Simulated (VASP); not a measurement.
# SiC (P1) in VASP: further runs

SiC is run at these levels: PBE; tasks: single point.

All numbers are computed with VASP 6.6.1; they aren't measurements. Logs are shortened: lines on timing, memory, paths and dates and some standing lists are left out, and cuts for length are marked.

**1. The cell of the first run**

The typed cell holds 8 atoms: a = 3.094 Å, b = 3.094 Å, c = 10.134 Å, α = 89.13°, β = 88.25°, γ = 60.00°.

**2. Single point, PBE (the part above a cut slid along it)**

File INCAR:

```
PREC = Accurate
ENCUT = 520
EDIFF = 1E-6
ISMEAR = 0
SIGMA = 0.05
LREAL = False
LASPH = True
NELM = 60
ALGO = Normal
ISIF = 2
LWAVE = False
LCHARG = False
GGA = PE
NBANDS = 26
```

File KPOINTS:

```
Automatic mesh
0
Gamma
  10 10 3
```

File POSCAR:

```
SiC
1.0
   -3.0941201809      0.0000000000      0.0000000000
   -1.5470600905     -2.6795866790      0.0000000000
   -0.3094120181      0.0000000000     10.1293391998
Si C
4 4
Direct
    0.6072622479      0.6666666667      0.5940441877
    0.3239289146      0.3333333333      0.0940441877
    0.9655900443      1.0000000000      0.3440995566
    0.9155900443      1.0000000000      0.8440995566
    0.6260659221      0.6666666667      0.4060074460
    0.2427325887      0.3333333333      0.9060074460
   -0.0156647810      0.0000000000      0.1566478097
   -0.0656647810      0.0000000000      0.6566478097
```

Potentials or basis: VASP PAW PBE potentials, release 64 (Si, C).

The run is started by

```bash
cat potpaw_PBE.64/Si/POTCAR potpaw_PBE.64/C/POTCAR > POTCAR
mpirun -np 1 vasp_std > vasp.out
```

OUTCAR:

```text
PREC = Accurate
   ENCUT = 520
   EDIFF = 1E-6
   ISMEAR = 0
   LREAL = False
   LASPH = True
   NELM = 60
   ISIF = 2
   GGA = PE

 ion  position               nearest neighbor table
   1  0.607  0.667  0.594-   8 1.90   8 1.90   8 1.90   5 1.90   3 3.10   3 3.10   3 3.10   4 3.10
                             4 3.10   4 3.10
   2  0.324  0.333  0.094-   7 1.90   7 1.90   7 1.90   6 1.93   4 2.96   3 3.10   3 3.10   3 3.10
                             4 3.11
   3  0.966  0.000  0.344-   5 1.89   5 1.89   5 1.89   7 1.90   1 3.10   1 3.10   1 3.10   2 3.10
                             2 3.10   2 3.10
   4  0.916  0.000  0.844-   6 1.89   6 1.89   6 1.89   8 1.90   2 2.96   1 3.10   1 3.10   1 3.10
                             2 3.11
   5  0.626  0.667  0.406-   3 1.89   3 1.89   3 1.89   1 1.90
   6  0.243  0.333  0.906-   4 1.89   4 1.89   4 1.89   2 1.93
   7  0.984  0.000  0.157-   2 1.90   2 1.90   2 1.90   3 1.90
   8  0.934  0.000  0.657-   1 1.90   1 1.90   1 1.90   4 1.90

  LATTYP: Found a base centered monoclinic cell.
 ALAT       =     3.0941201809
 B/A-ratio  =     1.7320508076
 C/A-ratio  =     3.2752650750
 COS(beta)  =    -0.0305318799

  Lattice vectors:

 A1 = (   1.5470600904,  -2.6795866790,   0.0000000000)
 A2 = (   1.5470600905,   2.6795866790,   0.0000000000)
 A3 = (  -0.3094120181,   0.0000000000,  10.1293391998)

Analysis of symmetry for initial positions (statically):
=====================================================================
 Subroutine PRICEL returns:
 Original cell was already a primitive cell.

 Routine SETGRP: Setting up the symmetry group for a
 base centered monoclinic supercell.

 Subroutine GETGRP returns: Found  1 space group operations
 (whereof  1 operations were pure point group operations)
 out of a pool of  4 trial point group operations.

The static configuration has the point symmetry C_1 .

Analysis of symmetry for dynamics (positions and initial velocities):
=====================================================================
 Subroutine PRICEL returns:
 Original cell was already a primitive cell.

 Routine SETGRP: Setting up the symmetry group for a
 base centered monoclinic supercell.

 Subroutine GETGRP returns: Found  1 space group operations
 (whereof  1 operations were pure point group operations)
 out of a pool of  4 trial point group operations.

The dynamic configuration has the point symmetry C_1 .

 Subroutine INISYM returns: Found  1 space group operations
 (whereof  1 operations are pure point group operations),
 and found     1 'primitive' translations

----------------------------------------------------------------------------------------

                                     Primitive cell

  volume of cell :      83.9820

  direct lattice vectors                    reciprocal lattice vectors
    -3.094120181  0.000000000  0.000000000    -0.323193652  0.186595942 -0.009872312
    -1.547060091 -2.679586679  0.000000000     0.000000000 -0.373191884  0.000000000
    -0.309412018  0.000000000 10.129339200     0.000000000  0.000000000  0.098723123

  length of vectors
     3.094120181  3.094120181 10.134063766     0.373322440  0.373191884  0.098723123

  position of ions in fractional coordinates (direct lattice)
     0.607262248  0.666666667  0.594044188
     0.323928915  0.333333333  0.094044188
     0.965590044  0.000000000  0.344099557
     0.915590044  0.000000000  0.844099557
     0.626065922  0.666666667  0.406007446
     0.242732589  0.333333333  0.906007446
     0.984335219  0.000000000  0.156647810
     0.934335219  0.000000000  0.656647810

  ion indices of the primitive-cell ions
   primitive index   ion index
                 1           1
                 2           2
                 3           3
                 4           4
                 5           5
                 6           6
                 7           7
                 8           8

----------------------------------------------------------------------------------------

 KPOINTS: Automatic mesh

Automatic generation of k-mesh.
 Grid dimensions read from file:
 generate k-points for:   10   10    3

 Generating k-lattice:

  Cartesian coordinates                     Fractional coordinates (reciprocal lattice)
    -0.032319365  0.018659594 -0.000987231     0.100000000  0.000000000 -0.000000000
     0.000000000 -0.037319188  0.000000000     0.000000000  0.100000000  0.000000000
     0.000000000  0.000000000  0.032907708     0.000000000  0.000000000  0.333333333

  Length of vectors
     0.037332244  0.037319188  0.032907708

  Shift w.r.t. Gamma in fractional coordinates (k-lattice)
     0.000000000  0.000000000  0.000000000

 Subroutine IBZKPT returns following result:
 ===========================================

 Found    152 irreducible k-points:

 Following reciprocal coordinates:
            Coordinates               Weight
  0.000000  0.000000  0.000000      1.000000
  0.100000  0.000000  0.000000      2.000000
 -0.100000 -0.100000  0.000000      2.000000
  0.200000  0.000000  0.000000      2.000000
 -0.200000 -0.200000  0.000000      2.000000
  0.300000  0.000000  0.000000      2.000000
[... 16 lines left out ...]
  0.300000  0.400000  0.000000      2.000000
 -0.200000  0.100000  0.000000      2.000000
 [... further k-points ...]
   k-points           NKPTS =    152   k-points in BZ     NKDIM =    152   number of bands    NBANDS=     26
   number of dos      NEDOS =    301   number of ions     NIONS =      8
   total plane-waves  NPLWV =  46080
   dimension x,y,z NGX =    24 NGY =   24 NGZ =   80
   dimension x,y,z NGXF=    48 NGYF=   48 NGZF=  160
   ions per type =               4   4
   NGX,Y,Z   is equivalent  to a cutoff of  12.90, 12.90, 13.12 a.u.
   NGXF,Y,Z  is equivalent  to a cutoff of  25.79, 25.79, 26.25 a.u.
 SYSTEM =  unknown system
   PREC   = accura    normal or accurate (medium, high low for compatibility)
   ISTART =      0    job   : 0-new  1-cont  2-samecut
   ICHARG =      2    charge: 1-file 2-atom 10-const
   ISPIN  =      1    spin polarized calculation?
   LNONCOLLINEAR =      F non collinear calculations
   LSORBIT =      F    spin-orbit coupling
   LASPH  =      T    aspherical Exc in radial PAW
   ENCUT  =  520.0 eV  38.22 Ry    6.18 a.u.   5.75  5.75 18.84*2*pi/ulx,y,z
   NELM   =     60;   NELMIN=  2; NELMDL= -5     # of ELM steps
   EDIFF  = 0.1E-05   stopping-criterion for ELM
   LREAL  =      F    real-space projection
   EDIFFG = 0.1E-04   stopping-criterion for IOM
   NSW    =      0    number of steps for IOM
   IBRION =     -1    ionic relax: 0-MD 1-quasi-New 2-CG
   NFREE  =      0    steps in history (QN), initial steepest desc. (CG)
   ISIF   =      2    stress and relaxation
   ISYM   =      2    0-nonsym 1-usesym 2-fastsym
   POTIM  = 0.5000    time-step for ionic-motion
   TEBEG  =    0.0;   TEEND  =   0.0 temperature during run
   PSTRESS=    0.0 pullay stress
   NELECT =      32.0000    total number of electrons
   NUPDOWN=      -1.0000    fix difference up-down
   EMIN   =  10.00;   EMAX   =-10.00  energy-range for DOS
   EFERMI =   0.00;   METHOD = LEGACY
   ISMEAR =     0;   SIGMA  =   0.05  broadening in eV -4-tet -1-fermi 0-gaus
   EFERMI_NEDOS =   21; number of points for ismear=-14 and -15
   IALGO  =     38    algorithm
   IMIX   =      4    mixing-type and parameters
     AMIX     =   0.40;   BMIX     =  1.00
     AMIX_MAG =   1.60;   BMIX_MAG =  1.00
  volume/ion in A,a.u.               =      10.50        70.84
  Fermi-wavevector in a.u.,A,eV,Ry     =   1.186851  2.242823 19.165368  1.408615
  Thomas-Fermi vector in A             =   2.323015
   LORBIT       =      0    0 simple, 1 ext, 2 COOP (PROOUT), +10 PAW based schemes
   GGA     = PE    functional components
   LHFCALC =     F    Hartree Fock is set to
   AEXX    =    0.0000 exact exchange contribution
   IVDW    =     0    specifies the selected vdW correction
   LEPSILON=     F    determine dielectric tensor
   LRPA    =     F    only Hartree local field effects (RPA)
 non-spin polarized calculation
 Gauss-broadening in eV      SIGMA  =   0.05
  energy-cutoff  :      520.00
  volume of cell :       83.98
 maximum number of plane-waves:      2279
   NGX = 11   NGY = 11   NGZ = 37

 number of electron      32.0000001 magnetization

 Free energy of the ion-electron system (eV)
  ---------------------------------------------------
  ext. energy  EPLUGINS =         0.00000000
  ---------------------------------------------------
  free energy    TOTEN  =       -60.10794917 eV

  energy without entropy =      -60.10794917  energy(sigma->0) =      -60.10794917

 E-fermi :   8.4114     XC(G=0): -11.2944

 val. band max:        8.1772081155   @ k =   0.0000   0.0000   0.0000
 cond. band min:      10.0041512671   @ k =   0.5000   0.0000  -0.0000
 fundamental gap:      1.8269431517
 Fermi energy:         8.4114230143

 k-point     1 :       0.0000    0.0000    0.0000
  band No.  band energies     occupation
      1      -7.3513      2.00000
      2      -6.1909      2.00000
      3      -6.1493      2.00000
      4      -3.8408      2.00000
      5      -0.5026      2.00000
      6       3.6542      2.00000
[... 18 lines left out ...]
     25      15.2938      0.00000
     26      15.8111      0.00000

 k-point     2 :       0.1000    0.0000    0.0000
  band No.  band energies     occupation
      1      -7.1795      2.00000
      2      -6.0342      2.00000
      3      -5.9730      2.00000
      4      -3.6959      2.00000
      5      -0.3459      2.00000
      6       3.6894      2.00000
[... 18 lines left out ...]
     25      15.4961      0.00000
[... 608 lines left out ...]
     25      16.5260      0.00000
     26      16.8072      0.00000

 k-point    24 :      -0.2000    0.1000    0.0000
  band No.  band energies     occupation
      1      -6.1734      2.00000
      2      -5.0877      2.00000
      3      -4.9895      2.00000
      4      -2.9008      2.00000
      5       0.4864      2.00000
      6       2.7524      2.00000
[... 18 lines left out ...]
     25      16.1019      0.00000
     26      16.4374      0.00000

 [... further k-points ...]

------------------------ aborting loop because EDIFF is reached ----------------------------------------

  FORCE on cell =-STRESS in cart. coord.  units (eV):
  Direction    XX          YY          ZZ          XY          YZ          ZX
  --------------------------------------------------------------------------------------
  -------------------------------------------------------------------------------------
  Total       -0.3586872      0.0156773     -0.0412482      0.3344626      0.1055868      2.2699878
  in kB       -6.8429024      0.2990859     -0.7869183      6.3807546      2.0143459     43.3059935
  external PRESSURE =      -2.4435783 kB  Pullay stress =       0.0000000 kB

 VOLUME and BASIS-vectors are now :
 -----------------------------------------------------------------------------
  energy-cutoff  :      520.00
  volume of cell :       83.98
      direct lattice vectors                 reciprocal lattice vectors
    -3.094120181  0.000000000  0.000000000    -0.323193652  0.186595942 -0.009872312
    -1.547060091 -2.679586679  0.000000000     0.000000000 -0.373191884  0.000000000
    -0.309412018  0.000000000 10.129339200     0.000000000  0.000000000  0.098723123

 POSITION                                       TOTAL-FORCE (eV/Angst)
 -----------------------------------------------------------------------------------
     -3.09412     -1.78639      6.01728         0.024888      0.001321      0.016347
     -1.54706     -0.89320      0.95261         0.819836     -0.040217     -0.130529
     -3.09412      0.00000      3.48550         0.072094      0.012655      0.028871
     -3.09412      0.00000      8.55017        -0.094083      0.042478     -0.037482
     -3.09412     -1.78639      4.11259         0.004460     -0.000135     -0.013397
     -1.54706     -0.89320      9.17726        -0.741449     -0.063437      0.135522
     -3.09412      0.00000      1.58674        -0.011259      0.052581      0.024246
     -3.09412      0.00000      6.65141        -0.074486     -0.005247     -0.023579
 -----------------------------------------------------------------------------------
    total drift:                                0.000072      0.000003     -0.000483

  FREE ENERGIE OF THE ION-ELECTRON SYSTEM (eV)
  ---------------------------------------------------
  free  energy   TOTEN  =       -60.1079491739 eV

  energy  without entropy=      -60.1079491739  energy(sigma->0) =      -60.10794917
```

Wall time 9.3 min (1 thread of Intel Xeon 8259CL, shared host); peak memory 0.34 GiB.

Results:

```
Free energy            : -60.1079 eV
Pressure               : -0.2 GPa
Largest force          : 0.831 eV/Å
Band gap on the k mesh : 1.83 eV (least direct gap 3.07 eV)
```

Forces in eV/Å, atoms in the order of the input:
```
Si   0.025  0.001  0.016
Si   0.820 -0.040 -0.131
Si   0.072  0.013  0.029
Si  -0.094  0.042 -0.037
C    0.004  0.000 -0.013
C   -0.741 -0.063  0.136
C   -0.011  0.053  0.024
C   -0.074 -0.005 -0.024
```

Levels at points of the mesh, in eV from the valence-band top:
```
           k point  band 14  band 15  band 16  band 17  band 18  band 19
(0.00, 0.00, 0.00)    -0.31    -0.18     0.00     4.82     5.38     5.78
(0.50, 0.00, 0.00)    -2.44    -1.60    -1.24     1.83     2.24     4.09
(0.50, 0.50, 0.00)    -2.37    -1.68    -1.28     2.08     2.24     3.93
(0.00, 0.50, 0.00)    -2.36    -1.73    -1.23     2.06     2.20     4.00
```

Caveat: the cell differs from its parent crystal (the part above a cut slid along it). A k mesh can miss the band edges.

(Part 1 of 2 ends here.)
